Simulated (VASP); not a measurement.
Crystal: Fe.

```
Fe
1.0
    -1.44300    1.44300    1.44300
     1.44300   -1.44300    1.44300
     1.44300    1.44300   -1.44300
Fe
1
Direct
  0.00000 0.00000 0.00000
```

| Item | Value |
| --- | --- |
| Program | VASP 6.6.1 |
| Task | relaxation of cell and atoms |
| Functional | BLYP |
| Dispersion | D4 |
| Potentials or basis | VASP PAW PBE potentials, release 64 (Fe) |
| Cutoff | 600 eV |
| k mesh | 13 × 13 × 13 |
| Occupations | fermi-dirac, width 0.05 eV |
| Spin | collinear spin, ferromagnetic start |
| Starting moments | [3.0] μB |

At the start: pressure -10.8 GPa; volume 12.02 Å³/atom.

Task: How do energy, volume and symmetry change on relaxing?

Result: Over 3 steps the energy falls by 29.2 meV/atom and the volume is 11.24 Å³/atom (-6.5 %); space group Im-3m (No. 229, to 0.05 Å); moment 2.09 μB per cell.

Step by step:
| step | energy change (eV) | largest force (eV/Å) | pressure (GPa) | volume (Å³) |
| --- | --- | --- | --- | --- |
| 1 | 0.0000 | 0.0000 | -10.78 | 12.02 |
| 2 | -0.0086 | 0.0000 | 12.11 | 10.67 |
| 3 | -0.0292 | 0.0000 | -0.05 | 11.24 |

Final structure:
```
Fe
1.0
    -1.41112    1.41112    1.41112
     1.41112   -1.41112    1.41112
     1.41112    1.41112   -1.41112
Fe
1
Direct
  0.00000 0.00000 0.00000
```

Caveat: the PAW data sets were made with another functional, which shifts forces and pressure a little; pairwise dispersion overbinds metals, which lowers pressure and volume.
